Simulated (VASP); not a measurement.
# Mo (Im-3m) in VASP: further runs

The runs below take Mo through single point, with PBEsol, PBE, r2SCAN.

Everything below comes from runs of VASP 6.6.1. Logs are shortened: lines on timing, memory, paths and dates and some standing lists are left out, and cuts for length are marked.

## 1. The cell of the first run

The structure is cubic, space group Im-3m (No. 229). Conventional cell: a = 3.130 Å, b = 3.130 Å, c = 3.130 Å, α = 90.00°, β = 90.00°, γ = 90.00°. Mo (site symmetry m-3m) has 14 Mo at 2.71 to 3.13 Å within 3.6 Å.

## 2. Single point, PBEsol

Contents of INCAR:

```
SYSTEM = Mo
PREC = Accurate ; ENCUT = 500
EDIFF = 1E-6 ; ISMEAR = -1
SIGMA = 0.05 ; LREAL = .False.
LASPH = .True. ; NELM = 120
ALGO = Normal ; ISIF = 2
LWAVE = .False. ; LCHARG = .True.
GGA = PS ; LELF = .True.
LVHAR = .True. ; NBANDS = 13
GGA_COMPAT = .False.
```

Contents of KPOINTS:

```
regular mesh
0
Gamma
  11 11 11
  0 0 0
```

Contents of POSCAR:

```
Mo
1.0
   -1.5650000000      1.5650000000      1.5650000000
    1.5650000000     -1.5650000000      1.5650000000
    1.5650000000      1.5650000000     -1.5650000000
Mo
1
Direct
    0.0000000000      0.0000000000      0.0000000000
```

Potentials or basis: VASP PAW PBE potentials, release 64 (Mo_sv).

Started as:

```bash
cat potpaw_PBE.64/Mo_sv/POTCAR > POTCAR
mpirun -np 1 vasp_std > vasp.out
```

OUTCAR:

```text
SYSTEM = Mo
   PREC = Accurate
   ENCUT = 500
   EDIFF = 1E-6
   ISMEAR = -1
   LREAL = .False.
   LASPH = .True.
   NELM = 120
   ISIF = 2
   GGA = PS

 ion  position               nearest neighbor table
   1  0.000  0.000  0.000-

  LATTYP: Found a body centered cubic cell.
 ALAT       =     3.1300000000

  Lattice vectors:

 A1 = (  -1.5650000000,   1.5650000000,   1.5650000000)
 A2 = (   1.5650000000,  -1.5650000000,   1.5650000000)
 A3 = (   1.5650000000,   1.5650000000,  -1.5650000000)

Analysis of symmetry for initial positions (statically):
=====================================================================
 Subroutine PRICEL returns:
 Original cell was already a primitive cell.

 Routine SETGRP: Setting up the symmetry group for a
 body centered cubic supercell.

 Subroutine GETGRP returns: Found 48 space group operations
 (whereof 48 operations were pure point group operations)
 out of a pool of 48 trial point group operations.

The static configuration has the point symmetry O_h .

Analysis of symmetry for dynamics (positions and initial velocities):
=====================================================================
 Subroutine PRICEL returns:
 Original cell was already a primitive cell.

 Routine SETGRP: Setting up the symmetry group for a
 body centered cubic supercell.

 Subroutine GETGRP returns: Found 48 space group operations
 (whereof 48 operations were pure point group operations)
 out of a pool of 48 trial point group operations.

The dynamic configuration has the point symmetry O_h .

 Subroutine INISYM returns: Found 48 space group operations
 (whereof 48 operations are pure point group operations),
 and found     1 'primitive' translations

----------------------------------------------------------------------------------------

                                     Primitive cell

  volume of cell :      15.3321

  direct lattice vectors                    reciprocal lattice vectors
    -1.565000000  1.565000000  1.565000000     0.000000000  0.319488818  0.319488818
     1.565000000 -1.565000000  1.565000000     0.319488818  0.000000000  0.319488818
     1.565000000  1.565000000 -1.565000000     0.319488818  0.319488818  0.000000000

  length of vectors
     2.710659514  2.710659514  2.710659514     0.451825419  0.451825419  0.451825419

  position of ions in fractional coordinates (direct lattice)
     0.000000000  0.000000000  0.000000000

  ion indices of the primitive-cell ions
   primitive index   ion index
                 1           1

----------------------------------------------------------------------------------------

 KPOINTS: regular mesh

Automatic generation of k-mesh.
 Grid dimensions read from file:
 generate k-points for:   11   11   11

 Generating k-lattice:

  Cartesian coordinates                     Fractional coordinates (reciprocal lattice)
     0.000000000  0.029044438  0.029044438     0.090909091  0.000000000  0.000000000
     0.029044438  0.000000000  0.029044438     0.000000000  0.090909091  0.000000000
     0.029044438  0.029044438  0.000000000     0.000000000  0.000000000  0.090909091

  Length of vectors
     0.041075038  0.041075038  0.041075038

  Shift w.r.t. Gamma in fractional coordinates (k-lattice)
     0.000000000  0.000000000  0.000000000

 Subroutine IBZKPT returns following result:
 ===========================================

 Found     56 irreducible k-points:

 Following reciprocal coordinates:
            Coordinates               Weight
  0.000000  0.000000  0.000000      1.000000
  0.090909  0.000000  0.000000     12.000000
  0.181818  0.000000  0.000000     12.000000
  0.272727  0.000000  0.000000     12.000000
  0.363636  0.000000  0.000000     12.000000
  0.454545  0.000000  0.000000     12.000000
[... 16 lines left out ...]
  0.272727  0.181818  0.090909     48.000000
  0.363636  0.181818  0.090909     24.000000
 [... further k-points ...]
   k-points           NKPTS =     56   k-points in BZ     NKDIM =     56   number of bands    NBANDS=     13
   number of dos      NEDOS =    301   number of ions     NIONS =      1
   total plane-waves  NPLWV =   8000
   dimension x,y,z NGX =    20 NGY =   20 NGZ =   20
   dimension x,y,z NGXF=    40 NGYF=   40 NGZF=   40
   ions per type =               1
   NGX,Y,Z   is equivalent  to a cutoff of  12.27, 12.27, 12.27 a.u.
   NGXF,Y,Z  is equivalent  to a cutoff of  24.53, 24.53, 24.53 a.u.
 SYSTEM =  Mo
   PREC   = accura    normal or accurate (medium, high low for compatibility)
   ISTART =      0    job   : 0-new  1-cont  2-samecut
   ICHARG =      2    charge: 1-file 2-atom 10-const
   ISPIN  =      1    spin polarized calculation?
   LNONCOLLINEAR =      F non collinear calculations
   LSORBIT =      F    spin-orbit coupling
   LASPH  =      T    aspherical Exc in radial PAW
   ENCUT  =  500.0 eV  36.75 Ry    6.06 a.u.   4.94  4.94  4.94*2*pi/ulx,y,z
   NELM   =    120;   NELMIN=  2; NELMDL= -5     # of ELM steps
   EDIFF  = 0.1E-05   stopping-criterion for ELM
   LREAL  =      F    real-space projection
   EDIFFG = 0.1E-04   stopping-criterion for IOM
   NSW    =      0    number of steps for IOM
   IBRION =     -1    ionic relax: 0-MD 1-quasi-New 2-CG
   NFREE  =      0    steps in history (QN), initial steepest desc. (CG)
   ISIF   =      2    stress and relaxation
   ISYM   =      2    0-nonsym 1-usesym 2-fastsym
   POTIM  = 0.5000    time-step for ionic-motion
   TEBEG  =    0.0;   TEEND  =   0.0 temperature during run
   PSTRESS=    0.0 pullay stress
   NELECT =      14.0000    total number of electrons
   NUPDOWN=      -1.0000    fix difference up-down
   EMIN   =  10.00;   EMAX   =-10.00  energy-range for DOS
   EFERMI =   0.00;   METHOD = LEGACY
   ISMEAR =    -1;   SIGMA  =   0.05  broadening in eV -4-tet -1-fermi 0-gaus
   EFERMI_NEDOS =   21; number of points for ismear=-14 and -15
   IALGO  =     38    algorithm
   IMIX   =      4    mixing-type and parameters
     AMIX     =   0.40;   BMIX     =  1.00
     AMIX_MAG =   1.60;   BMIX_MAG =  1.00
  volume/ion in A,a.u.               =      15.33       103.47
  Fermi-wavevector in a.u.,A,eV,Ry     =   1.588241  3.001341 34.320841  2.522511
  Thomas-Fermi vector in A             =   2.687275
   LORBIT       =      0    0 simple, 1 ext, 2 COOP (PROOUT), +10 PAW based schemes
   GGA     = PS    functional components
   LHFCALC =     F    Hartree Fock is set to
   AEXX    =    0.0000 exact exchange contribution
   IVDW    =     0    specifies the selected vdW correction
   LEPSILON=     F    determine dielectric tensor
   LRPA    =     F    only Hartree local field effects (RPA)
 non-spin polarized calculation
  energy-cutoff  :      500.00
  volume of cell :       15.33
 maximum number of plane-waves:       402
   NGX =  9   NGY =  9   NGZ =  9

 number of electron      13.9999998 magnetization

 Free energy of the ion-electron system (eV)
  ---------------------------------------------------
  ext. energy  EPLUGINS =         0.00000000
  ---------------------------------------------------
  free energy    TOTEN  =       -11.75766687 eV

  energy without entropy =      -11.74759135  energy(sigma->0) =      -11.75262911

 E-fermi :  12.6960     XC(G=0): -13.6368

 val. band max:       12.6857152811   @ k =  -0.3636   0.4545   0.2727
 cond. band min:      12.7447412743   @ k =   0.3636   0.0909   0.0909
 fundamental gap:      0.0590259932
 Fermi energy:        12.6959923609

 k-point     1 :       0.0000    0.0000    0.0000
  band No.  band energies     occupation
      1     -48.4065      2.00000
      2     -21.6480      2.00000
      3     -21.6480      2.00000
      4     -21.6480      2.00000
      5       5.4298      2.00000
      6      11.3813      2.00000
      7      11.3813      2.00000
      8      11.3813      2.00000
      9      14.4667      0.00000
     10      14.4667      0.00000
     11      27.6138      0.00000
     12      27.6138      0.00000
     13      27.6138      0.00000

 k-point     2 :       0.0909    0.0000    0.0000
  band No.  band energies     occupation
      1     -48.3841      2.00000
      2     -21.7756      2.00000
      3     -21.6872      2.00000
      4     -21.6490      2.00000
      5       5.7987      2.00000
      6      11.1726      2.00000
      7      11.3390      2.00000
      8      11.7334      2.00000
      9      14.1803      0.00000
     10      14.4734      0.00000
     11      27.8814      0.00000
     12      28.2417      0.00000
     13      28.3348      0.00000

 k-point     3 :       0.1818    0.0000    0.0000
  band No.  band energies     occupation
      1     -48.3236      2.00000
      2     -22.1097      2.00000
      3     -21.7911      2.00000
      4     -21.6518      2.00000
      5       6.7352      2.00000
      6      10.6590      2.00000
      7      11.1559      2.00000
      8      12.7503      0.50502
      9      13.8525      0.00000
     10      14.5274      0.00000
     11      28.1762      0.00000
     12      29.4842      0.00000
     13      29.9950      0.00000

 k-point     4 :       0.2727    0.0000    0.0000
  band No.  band energies     occupation
      1     -48.2433      2.00000
      2     -22.5311      2.00000
      3     -21.9245      2.00000
      4     -21.6556      2.00000
      5       7.5609      2.00000
      6      10.0656      2.00000
      7      11.3167      2.00000
      8      14.0090      0.00000
      9      14.3011      0.00000
     10      14.6822      0.00000
     11      27.3279      0.00000
     12      28.8056      0.00000
     13      32.5815      0.00000

 k-point     5 :       0.3636    0.0000    0.0000
  band No.  band energies     occupation
      1     -48.1686      2.00000
      2     -22.9042      2.00000
      3     -22.0445      2.00000
      4     -21.6592      2.00000
      5       7.5740      2.00000
      6       9.5801      2.00000
      7      12.5955      1.76365
      8      14.4142      0.00000
      9      14.9247      0.00000
     10      16.0966      0.00000
     11      25.8559      0.00000
     12      26.7035      0.00000
     13      32.9513      0.00000
[... 257 lines left out ...]
 k-point    22 :       0.1818    0.1818    0.0909
  band No.  band energies     occupation
      1     -48.1628      2.00000
      2     -22.8077      2.00000
      3     -22.0326      2.00000
      4     -21.8503      2.00000
      5       8.9680      2.00000
      6       9.7189      2.00000
      7      10.1896      2.00000
      8      14.4812      0.00000
      9      14.9792      0.00000
     10      18.0094      0.00000
     11      26.8227      0.00000
     12      27.5627      0.00000
     13      28.8636      0.00000

 k-point    23 :       0.2727    0.1818    0.0909
  band No.  band energies     occupation
      1     -48.1188      2.00000
      2     -22.8813      2.00000
      3     -22.2317      2.00000
      4     -21.8878      2.00000
      5       8.8213      2.00000
      6       9.5485      2.00000
      7      11.2402      2.00000
      8      14.7264      0.00000
      9      15.1950      0.00000
     10      20.0787      0.00000
     11      24.5721      0.00000
     12      26.2269      0.00000
     13      27.8987      0.00000

 k-point    24 :       0.3636    0.1818    0.0909
  band No.  band energies     occupation
      1     -48.1023      2.00000
      2     -22.8878      2.00000
      3     -22.3304      2.00000
      4     -21.8984      2.00000
      5       8.7054      2.00000
      6       9.4873      2.00000
      7      11.8333      2.00000
      8      14.8610      0.00000
      9      15.2611      0.00000
     10      21.1496      0.00000
     11      23.3256      0.00000
     12      25.6272      0.00000
     13      27.7013      0.00000

 [... further k-points ...]

------------------------ aborting loop because EDIFF is reached ----------------------------------------

  FORCE on cell =-STRESS in cart. coord.  units (eV):
  Direction    XX          YY          ZZ          XY          YZ          ZX
  --------------------------------------------------------------------------------------
  -------------------------------------------------------------------------------------
  Total        0.0617995      0.0617995      0.0617995      0.0000000     -0.0000000      0.0000000
  in kB        6.4579181      6.4579181      6.4579181      0.0000000     -0.0000000      0.0000000
  external PRESSURE =       6.4579181 kB  Pullay stress =       0.0000000 kB

 VOLUME and BASIS-vectors are now :
 -----------------------------------------------------------------------------
  energy-cutoff  :      500.00
  volume of cell :       15.33
      direct lattice vectors                 reciprocal lattice vectors
    -1.565000000  1.565000000  1.565000000     0.000000000  0.319488818  0.319488818
     1.565000000 -1.565000000  1.565000000     0.319488818  0.000000000  0.319488818
     1.565000000  1.565000000 -1.565000000     0.319488818  0.319488818  0.000000000

 POSITION                                       TOTAL-FORCE (eV/Angst)
 -----------------------------------------------------------------------------------
      0.00000      0.00000      0.00000         0.000000      0.000000     -0.000000
 -----------------------------------------------------------------------------------
    total drift:                                0.000000      0.000000      0.000000

  FREE ENERGIE OF THE ION-ELECTRON SYSTEM (eV)
  ---------------------------------------------------
  free  energy   TOTEN  =       -11.7576668706 eV

  energy  without entropy=      -11.7475913454  energy(sigma->0) =      -11.75262911
```

Run time: 4.3 s. Hardware: 1 thread of Intel Xeon 6975P-C (Granite Rapids), shared host; peak memory 0.13 GiB.

What came out:

- Free energy: -11.7577 eV
- Pressure: 0.6 GPa
- Band gap on the k mesh: zero (band 7 reaches 16.37 eV, above the bottom of band 8 at 11.38 eV)

Levels at points of the mesh, in eV from the Fermi level:
```tsv
k point	band 5	band 6	band 7	band 8	band 9	band 10
(0.00, 0.00, 0.00)	-7.27	-1.31	-1.31	-1.31	1.77	1.77
```

Caveat: the PAW data sets were made with another functional, which shifts forces and pressure a little.

## 3. Single point, PBE

Contents of INCAR:

```
  PREC = Accurate
  ENCUT = 500
  EDIFF = 1E-6
  ISMEAR = -1
  SIGMA = 0.05
  LREAL = False
  LASPH = True
  NELM = 120
  ALGO = Normal
  ISIF = 2
  LWAVE = False
  LCHARG = False
  GGA = PE
  NBANDS = 13
  GGA_COMPAT = False
```

Contents of KPOINTS:

```
Automatic mesh
0
Gamma
  11 11 11
```

POSCAR is that of step 2.

Potentials or basis: VASP PAW PBE potentials, release 64 (Mo_sv).

Started as:

```bash
cat potpaw_PBE.64/Mo_sv/POTCAR > POTCAR
mpirun -np 1 vasp_std > vasp.out
```

Wall time 4.3 s (1 thread of Intel Xeon 6975P-C (Granite Rapids), shared host); peak memory 0.12 GiB.

The run converged. Its results:

- Free energy: -10.9023 eV
- Pressure: 8.8 GPa
- Band gap on the k mesh: zero (band 7 reaches 16.48 eV, above the bottom of band 8 at 11.51 eV)

Levels at points of the mesh, in eV from the Fermi level:
```
           k point  band 3  band 4  band 5  band 6  band 7  band 8  band 9  band 10  band 11  band 12
(0.00, 0.00, 0.00)  -34.42  -34.42   -7.23   -1.32   -1.32   -1.32    1.78     1.78    14.93    14.93
```

## 4. Single point, r2SCAN

POSCAR is that of step 3.

Contents of INCAR.step1:

```
SYSTEM = Mo
PREC = Accurate
ENCUT = 550
ISMEAR = -1
SIGMA = 0.05
LREAL = .False.
LASPH = .True.
NELM = 120
NBANDS = 13
GGA = PE
ALGO = Normal
EDIFF = 1E-5
LWAVE = .True.
LCHARG = .False.
GGA_COMPAT = .False.
```

Contents of INCAR.step2:

```
SYSTEM = Mo
PREC = Accurate
ENCUT = 550
EDIFF = 1E-6
ISMEAR = -1
SIGMA = 0.05
LREAL = .False.
LASPH = .True.
NELM = 120
ALGO = Normal
ISIF = 2
LWAVE = .False.
LCHARG = .False.
METAGGA = R2SCAN
LMIXTAU = .True.
NBANDS = 13
ISTART = 1
GGA_COMPAT = .False.
```

Contents of KPOINTS:

```
regular mesh
0
Gamma
  11 11 11
  0 0 0
```

Started as:

```bash
cat potpaw_PBE.64/Mo_sv/POTCAR > POTCAR
cp INCAR.step1 INCAR
mpirun -np 1 vasp_std > vasp.out
cp INCAR.step2 INCAR
mpirun -np 1 vasp_std > vasp.out
```

It took 19 s on 1 thread of Intel Xeon 6975P-C (Granite Rapids), shared host; peak memory 0.14 GiB.

The run converged. Its results:

* Free energy: -26.0491 eV
* Pressure: 7.3 GPa
* Band gap on the k mesh: zero (band 7 reaches 16.57 eV, above the bottom of band 8 at 11.40 eV)

Levels at points of the mesh, in eV from the Fermi level:
```tsv
k point	band 3	band 4	band 5	band 6	band 7	band 8	band 9	band 10	band 11	band 12
(0.00, 0.00, 0.00)	-35.55	-35.55	-7.62	-1.36	-1.36	-1.36	2.05	2.05	15.62	15.62
```

Caveat: the PAW data sets were made with another functional, which shifts forces and pressure a little.

## 5. The runs side by side

| level | cutoff (eV) | gap on the mesh (eV) | pressure (GPa) |
| --- | --- | --- | --- |
| PBEsol | 500 | none | 0.6 |
| PBE | 500 | none | 8.8 |
| r2SCAN | 550 | none | 7.3 |

Alike in all rows: task single point; potentials or basis VASP PAW PBE potentials, release 64 (Mo_sv); no spin polarisation; cell as given; k mesh 11 × 11 × 11; smearing fermi-dirac 0.05 eV.

Every run on the cell as given and a fine mesh finds a metal. The pressure there spans 0.6 GPa (PBEsol) to 8.8 GPa (PBE); a positive pressure means that this level wants a larger cell, a negative one a smaller.

Caveats: the PAW data sets were made with another functional, which shifts forces and pressure a little (some runs).

Absolute energies hang on the potentials; compare differences alone.
